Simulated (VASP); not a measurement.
RbGaAsO4, 7 atoms in the cell. It takes space group F-43m (No. 216, cubic). Conventional cell: a = 7.869 Å, b = 7.869 Å, c = 7.869 Å, α = 90.00°, β = 90.00°, γ = 90.00°. Within 4.3 Å of Rb (site symmetry -43m) lie 12 O at 3.26 Å and 4 Ga at 3.41 Å and 6 As at 3.93 Å. Within 2.3 Å of Ga (site symmetry -43m) lie 4 O at 1.71 Å. Within 2.3 Å of As (site symmetry -43m) lie 4 O at 1.70 Å. O (site symmetry 3m) has 1 As at 1.70 Å and 1 Ga at 1.71 Å within 2.3 Å. The cell was generated, and may not be a known phase.

* Program: VASP 6.6.1
* Task: single point
* Functional: PBE
* Potentials or basis: VASP PAW PBE potentials, release 64 (Rb_sv, Ga_d, As, O)
* Cutoff: 520 eV
* k mesh: 4 × 4 × 4
* Occupations: gaussian, width 0.1 eV
* Spin: no spin polarisation
* Dipole correction: no
* Further INCAR settings: ALGO = Normal; EDIFF = 1e-06; NBANDS = 34

Potentials or basis: VASP PAW PBE potentials, release 64 (Rb_sv, Ga_d, As, O).

Run with:

```console
$ cat potpaw_PBE.64/Rb_sv/POTCAR potpaw_PBE.64/Ga_d/POTCAR potpaw_PBE.64/As/POTCAR potpaw_PBE.64/O/POTCAR > POTCAR
$ mpirun -np 1 vasp_std > vasp.out
```

Hardware: 1 thread of Oxide Virtual Turin-like Processor, with other jobs on the host.

Problem. Estimate the wall time of this run.

Solution. Wall time 66 s on 1 thread of Oxide Virtual Turin-like Processor (shared host), peak memory 0.23 GiB. Counts: scf iterations 15, k points 8.
